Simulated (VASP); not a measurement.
# CdAuC6N6 (Fm-3m) in VASP: single point with PBE

Aim: the single point of CdAuC6N6 with PBE.

Everything below comes from runs of VASP 6.6.1. Logs are shortened: lines on timing, memory, paths and dates and some standing lists are left out, and cuts for length are marked.

### 1 The cell of the first run

The structure is cubic, space group Fm-3m (No. 225). The conventional cell has a = 10.369 Å, b = 10.369 Å, c = 10.369 Å, α = 90.00°, β = 90.00°, γ = 90.00°. Cd (site symmetry m-3m) has 6 N at 2.10 Å within 2.8 Å. Within 1.6 Å of C (site symmetry 4mm) lie 1 N at 1.17 Å. Within 2.5 Å of Au (site symmetry m-3m) lie 6 C at 1.92 Å. Within 1.6 Å of N (site symmetry 4mm) lie 1 C at 1.17 Å.

### 2 Single point, PBE, collinear spin

INCAR

```
PREC     = Accurate       # precision mode
ENCUT    = 520            # plane-wave cutoff, eV
EDIFF    = 1E-6           # SCF threshold, eV
ISMEAR   = 0              # smearing method
SIGMA    = 0.1            # smearing width, eV
LREAL    = F              # projectors in reciprocal space
LASPH    = T              # aspherical terms in the spheres
NELM     = 150            # most SCF steps
ALGO     = Normal         # electronic algorithm
ISIF     = 2              # what is computed and relaxed
LWAVE    = F              # write WAVECAR
LCHARG   = F              # write CHGCAR
ISPIN    = 2              # spin polarisation
MAGMOM   = 0 0 0 0 0 0 0 1 0 0 0 0 0 0 # initial moments
LORBIT   = 11             # projections on sites
LMAXMIX  = 4              # l up to which the mixer works
GGA      = PE             # functional
NBANDS   = 56             # bands
```

KPOINTS

```
regular mesh
0
Gamma
  4 4 4
```

POSCAR

```
CdAuC6N6
1.0
    0.0000000000      5.1845000000      5.1845000000
    5.1845000000      0.0000000000      5.1845000000
    5.1845000000      5.1845000000      0.0000000000
Cd C Au N
1 6 1 6
Direct
    0.5000000000      0.5000000000      0.5000000000
    0.8151220000      0.1848780000      0.1848780000
    0.1848780000      0.8151220000      0.1848780000
    0.1848780000      0.1848780000      0.8151220000
    0.1848780000      0.8151220000      0.8151220000
    0.8151220000      0.1848780000      0.8151220000
    0.8151220000      0.8151220000      0.1848780000
    0.0000000000      0.0000000000      0.0000000000
    0.7022856600      0.2977143400      0.2977143400
    0.2977143400      0.7022856600      0.2977143400
    0.2977143400      0.2977143400      0.7022856600
    0.2977143400      0.7022856600      0.7022856600
    0.7022856600      0.2977143400      0.7022856600
    0.7022856600      0.7022856600      0.2977143400
```

Potentials or basis: VASP PAW PBE potentials, release 64 (Cd, C, Au, N).

Started as:

```
> cat potpaw_PBE.64/Cd/POTCAR potpaw_PBE.64/C/POTCAR potpaw_PBE.64/Au/POTCAR potpaw_PBE.64/N/POTCAR > POTCAR
> mpirun -np 1 vasp_std > vasp.out
```

OUTCAR:

```text
PREC = Accurate
   ENCUT = 520
   EDIFF = 1E-6
   ISMEAR = 0
   LREAL = F
   LASPH = T
   NELM = 150
   ISIF = 2
   ISPIN = 2
   LORBIT = 11
   GGA = PE

 ion  position               nearest neighbor table
   1  0.500  0.500  0.500-   9 2.10  10 2.10  11 2.10  12 2.10  13 2.10  14 2.10
   2  0.815  0.185  0.185-   9 1.17   8 1.92
   3  0.185  0.815  0.185-  10 1.17   8 1.92
   4  0.185  0.185  0.815-  11 1.17   8 1.92
   5  0.185  0.815  0.815-  12 1.17   8 1.92
   6  0.815  0.185  0.815-  13 1.17   8 1.92
   7  0.815  0.815  0.185-  14 1.17   8 1.92
   8  0.000  0.000  0.000-   2 1.92   3 1.92   4 1.92   5 1.92   6 1.92   7 1.92
   9  0.702  0.298  0.298-   2 1.17   1 2.10
  10  0.298  0.702  0.298-   3 1.17   1 2.10
  11  0.298  0.298  0.702-   4 1.17   1 2.10
  12  0.298  0.702  0.702-   5 1.17   1 2.10
  13  0.702  0.298  0.702-   6 1.17   1 2.10
  14  0.702  0.702  0.298-   7 1.17   1 2.10

  LATTYP: Found a face centered cubic cell.
 ALAT       =    10.3690000000

  Lattice vectors:

 A1 = (   0.0000000000,   5.1845000000,   5.1845000000)
 A2 = (   5.1845000000,   0.0000000000,   5.1845000000)
 A3 = (   5.1845000000,   5.1845000000,   0.0000000000)

Analysis of symmetry for initial positions (statically):
=====================================================================
 Subroutine PRICEL returns:
 Original cell was already a primitive cell.

 Routine SETGRP: Setting up the symmetry group for a
 face centered cubic supercell.

 Subroutine GETGRP returns: Found 48 space group operations
 (whereof 48 operations were pure point group operations)
 out of a pool of 48 trial point group operations.

The static configuration has the point symmetry O_h .

Analysis of symmetry for dynamics (positions and initial velocities):
=====================================================================
 Subroutine PRICEL returns:
 Original cell was already a primitive cell.

 Routine SETGRP: Setting up the symmetry group for a
 face centered cubic supercell.

 Subroutine GETGRP returns: Found 48 space group operations
 (whereof 48 operations were pure point group operations)
 out of a pool of 48 trial point group operations.

The dynamic configuration has the point symmetry O_h .

Analysis of structural, dynamic, and magnetic symmetry:
=====================================================================
[... 182 lines left out ...]
      6     -18.4389      1.00000
[... 413 lines left out ...]
     49       3.8250      0.00000
     50       4.5883      0.00000
 Fermi energy:         1.9492261647

 spin component 2

 k-point     1 :       0.0000    0.0000    0.0000
  band No.  band energies     occupation
      1     -18.7305      1.00000
      2     -18.4274      1.00000
      3     -18.4274      1.00000
      4     -18.4274      1.00000
      5     -18.3968      1.00000
      6     -18.3968      1.00000
[... 413 lines left out ...]
     49       3.9339      0.00000
     50       4.7428      0.00000
 [bands above 50 left out]

------------------------ aborting loop because EDIFF is reached ----------------------------------------

  FORCE on cell =-STRESS in cart. coord.  units (eV):
  Direction    XX          YY          ZZ          XY          YZ          ZX
  --------------------------------------------------------------------------------------
  -------------------------------------------------------------------------------------
  Total       30.5060393     30.5060393     30.5060393      0.0000000      0.0000000      0.0000000
  in kB      175.3661532    175.3661532    175.3661532      0.0000000      0.0000000      0.0000000
  external PRESSURE =     175.3661532 kB  Pullay stress =       0.0000000 kB

 VOLUME and BASIS-vectors are now :
 -----------------------------------------------------------------------------
  energy-cutoff  :      520.00
  volume of cell :      278.71
      direct lattice vectors                 reciprocal lattice vectors
     0.000000000  5.184500000  5.184500000    -0.096441315  0.096441315  0.096441315
     5.184500000  0.000000000  5.184500000     0.096441315 -0.096441315  0.096441315
     5.184500000  5.184500000  0.000000000     0.096441315  0.096441315 -0.096441315

 POSITION                                       TOTAL-FORCE (eV/Angst)
 -----------------------------------------------------------------------------------
      5.18450      5.18450      5.18450         0.000000      0.000000      0.000000
      1.91700      5.18450      5.18450         5.323916      0.000000      0.000000
      5.18450      1.91700      5.18450         0.000000      5.323916      0.000000
      5.18450      5.18450      1.91700         0.000000      0.000000      5.323916
      8.45200      5.18450      5.18450        -5.323916      0.000000      0.000000
      5.18450      8.45200      5.18450         0.000000     -5.323916      0.000000
      5.18450      5.18450      8.45200         0.000000      0.000000     -5.323916
      0.00000      0.00000      0.00000         0.000000      0.000000      0.000000
      3.08700      5.18450      5.18450        -3.278899      0.000000      0.000000
      5.18450      3.08700      5.18450         0.000000     -3.278899      0.000000
      5.18450      5.18450      3.08700         0.000000      0.000000     -3.278899
      7.28200      5.18450      5.18450         3.278899      0.000000      0.000000
      5.18450      7.28200      5.18450         0.000000      3.278899      0.000000
      5.18450      5.18450      7.28200         0.000000      0.000000      3.278899
 -----------------------------------------------------------------------------------
    total drift:                                0.000000      0.000000     -0.000000

  FREE ENERGIE OF THE ION-ELECTRON SYSTEM (eV)
  ---------------------------------------------------
  free  energy   TOTEN  =       -95.2548898060 eV

  energy  without entropy=      -95.2257140186  energy(sigma->0) =      -95.24030191

 total charge

# of ion       s       p       d       tot
------------------------------------------
    1        0.372   0.477   9.726  10.576
    2        0.960   1.694   0.000   2.654
    3        0.960   1.694   0.000   2.654
    4        0.960   1.694   0.000   2.654
    5        0.960   1.694   0.000   2.654
    6        0.960   1.694   0.000   2.654
    7        0.960   1.694   0.000   2.654
    8        0.802   1.333   8.570  10.705
    9        1.326   2.554   0.000   3.881
   10        1.326   2.554   0.000   3.881
   11        1.326   2.554   0.000   3.881
   12        1.326   2.554   0.000   3.881
   13        1.326   2.554   0.000   3.881
   14        1.326   2.554   0.000   3.881
--------------------------------------------------
tot         14.889  27.302  18.296  60.487

 magnetization (x)

# of ion       s       p       d       tot
------------------------------------------
    1        0.006   0.005  -0.001   0.010
    2        0.031   0.044   0.000   0.075
    3        0.031   0.044   0.000   0.075
    4        0.031   0.044   0.000   0.075
    5        0.031   0.044   0.000   0.075
    6        0.031   0.044   0.000   0.075
    7        0.031   0.044   0.000   0.075
    8       -0.005  -0.011   0.378   0.361
    9        0.004  -0.009   0.000  -0.004
   10        0.004  -0.009   0.000  -0.004
   11        0.004  -0.009   0.000  -0.004
   12        0.004  -0.009   0.000  -0.004
   13        0.004  -0.009   0.000  -0.004
   14        0.004  -0.009   0.000  -0.004
--------------------------------------------------
tot          0.211   0.206   0.376   0.793
```

OSZICAR:

```text
N       E                     dE             d eps       ncg     rms          rms(c)
DAV:   1     0.513304038483E+03    0.51330E+03   -0.36293E+04  1800   0.120E+03
DAV:   2    -0.632987446005E+02   -0.57660E+03   -0.55537E+03  2336   0.299E+02
[... 11 lines left out ...]
DAV:  14    -0.952550388685E+02    0.73656E-04   -0.12663E-04  1928   0.612E-02    0.711E-02
DAV:  15    -0.952549318383E+02    0.10703E-03   -0.82608E-05  2080   0.393E-02    0.303E-02
DAV:  16    -0.952549119558E+02    0.19883E-04   -0.91292E-06  1984   0.189E-02    0.106E-02
DAV:  17    -0.952548947039E+02    0.17252E-04   -0.30129E-06  1600   0.750E-03    0.443E-03
DAV:  18    -0.952548900084E+02    0.46955E-05   -0.12660E-06  1520   0.467E-03    0.496E-03
DAV:  19    -0.952548898060E+02    0.20247E-06   -0.10522E-07  1168   0.155E-03
   1 F= -.95254890E+02 E0= -.95240302E+02  d E =-.291758E-01  mag=     0.9995
```

It took 5.5 min on 1 thread of Intel Xeon Platinum 8375C at 2.90GHz (Ice Lake), shared host; peak memory 0.68 GiB.

Results:

```
Free energy                                           : -95.2549 eV
Pressure                                              : 17.5 GPa
Largest force                                         : 5.324 eV/Å
Band gap on the k mesh                                : zero (filled and empty bands overlap)
Net moment                                            : 1.00 μB per cell
Site moments                                          : Cd +0.01; C +0.07; Au +0.36; N -0.00 μB
Valence electrons inside the program's atomic spheres : Cd 10.58; C 2.65; Au 10.71; N 3.88
```

Forces on the atoms (eV/Å):
```
Cd   0.000  0.000  0.000
C    5.324  0.000  0.000
C    0.000  5.324  0.000
C    0.000  0.000  5.324
C   -5.324  0.000  0.000
C    0.000 -5.324  0.000
C    0.000  0.000 -5.324
Au   0.000  0.000  0.000
N   -3.279  0.000  0.000
N    0.000 -3.279  0.000
N    0.000  0.000 -3.279
N    3.279  0.000  0.000
N    0.000  3.279  0.000
N    0.000  0.000  3.279
```

Caveat: the cell stands under pressure; spin-orbit coupling is left out, which moves the levels of the heavy elements; forces of over 1 eV/Å act on the atoms, so gaps and moduli don't describe the material at rest.
